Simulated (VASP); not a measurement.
Write the native input for VASP 6.6.1 that does the following.

```yaml
Task: relaxation of volume and atoms at fixed shape
Functional: LDA
Potentials_or_basis: VASP PAW LDA potentials, release 64 (Sr_sv)
Cutoff: 600 eV
k_mesh: 6 × 6 × 6
Occupations: methfessel-paxton, width 0.05 eV
Spin: no spin polarisation
Dipole_correction: no
Further_INCAR_settings: ALGO = Normal; EDIFF = 1e-07; IBRION = 2; EDIFFG = -0.03; NSW = 80; ISIF = 8
```

The structure of Sr lies in POSCAR:

```
Sr
1.0
    0.0000000000      3.0423500000      3.0423500000
    3.0423500000      0.0000000000      3.0423500000
    3.0423500000      3.0423500000      0.0000000000
Sr
1
Direct
    0.0000000000      0.0000000000      0.0000000000
```

These files were run (other wordings do the same):

INCAR

```
SYSTEM = Sr
ALGO = Normal
EDIFF = 1E-7
EDIFFG = -0.03
ENCUT = 600
IBRION = 2
ISIF = 8
ISMEAR = 1
LASPH = .TRUE.
LCHARG = .FALSE.
LREAL = .FALSE.
LWAVE = .FALSE.
NELM = 100
NSW = 80
PREC = Accurate
SIGMA = 0.05
```

KPOINTS

```
k-points
0
G
  6 6 6
  0 0 0
```

Potentials or basis: VASP PAW LDA potentials, release 64 (Sr_sv).

Command:

```bash
$ cat potpaw_LDA.64/Sr_sv/POTCAR > POTCAR
$ mpirun -np 1 vasp_std > vasp.out
```

Results of the run:

```
Relaxed volume                        : 49.58 Å³/atom
Relaxed cell                          : a = 4.124 Å, b = 4.124 Å, c = 4.124 Å, α = 60.00°, β = 60.00°, γ = 60.00°
Space group after relaxing (to 0.1 Å) : Fm-3m (No. 225)
Energy gained by relaxing             : 36.4 meV/atom
Ionic steps                           : 3
Pressure after relaxing               : -0.1 GPa
```

Run time: 25 s on 1 thread of Intel Xeon 8259CL, with other jobs on the host, peak memory 0.17 GiB.
